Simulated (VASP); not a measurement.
Write the native input for VASP 6.6.1 that does the following.

```
Task                   : single point
Functional             : LDA
Potentials or basis    : VASP PAW LDA potentials, release 64 (K_sv, Ca_sv, F)
Cutoff                 : 520 eV
k mesh                 : 6 × 6 × 6
Occupations            : gaussian, width 0.05 eV
Spin                   : no spin polarisation
Dipole correction      : no
Further INCAR settings : ALGO = Normal; EDIFF = 1e-06; NBANDS = 28
```

The structure of KCaF3 lies in POSCAR:

```
KCaF3
1.0
    4.2174656376      0.0000000000      0.0000000000
    0.0000000000      4.2174656376      0.0000000000
    0.0000000000      0.0000000000      5.0609587651
K Ca F
1 1 3
Direct
    0.5000000000      0.5000000000      0.5000000000
    0.0000000000      0.0000000000      0.0000000000
    0.0000000000      0.5000000000      0.0000000000
    0.0000000000      0.0000000000      0.5000000000
    0.5000000000      0.0000000000      0.0000000000
```

This cell differs from its parent crystal: ratio of the length along z to the lengths across it x 1.2, volume and fractional coordinates fixed.

These files were run (other wordings do the same):

INCAR

```
SYSTEM = KCaF3
ALGO     = Normal         ! electronic algorithm
EDIFF    = 1E-6           ! SCF threshold, eV
ENCUT    = 520            ! plane-wave cutoff, eV
GGA      = CA             ! functional
ISIF     = 2              ! what is computed and relaxed
ISMEAR   = 0              ! smearing method
LASPH    = .True.         ! aspherical terms in the spheres
LCHARG   = .False.        ! write CHGCAR
LREAL    = .False.        ! projectors in reciprocal space
LWAVE    = .False.        ! write WAVECAR
NBANDS   = 28             ! bands
NELM     = 100            ! most SCF steps
PREC     = Accurate       ! precision mode
SIGMA    = 0.05           ! smearing width, eV
```

KPOINTS

```
k-points
0
Gamma
  6 6 6
  0 0 0
```

Potentials or basis: VASP PAW LDA potentials, release 64 (K_sv, Ca_sv, F).

Command:

```sh
$ cat potpaw_LDA.64/K_sv/POTCAR potpaw_LDA.64/Ca_sv/POTCAR potpaw_LDA.64/F/POTCAR > POTCAR
$ mpirun -np 1 vasp_std > vasp.out
```

Results of the run:

```yaml
Pressure: -2.1 GPa
Band_gap_on_the_k_mesh: 5.66 eV (least direct gap 5.71 eV)
```

Caveat: the stress differs along the axes, from -10 to 2 GPa.

It took 50 s on 1 thread of Intel(R) Xeon(R) Platinum 8375C CPU @ 2.90GHz (Ice Lake), with other jobs on the host, peak memory 0.23 GiB.
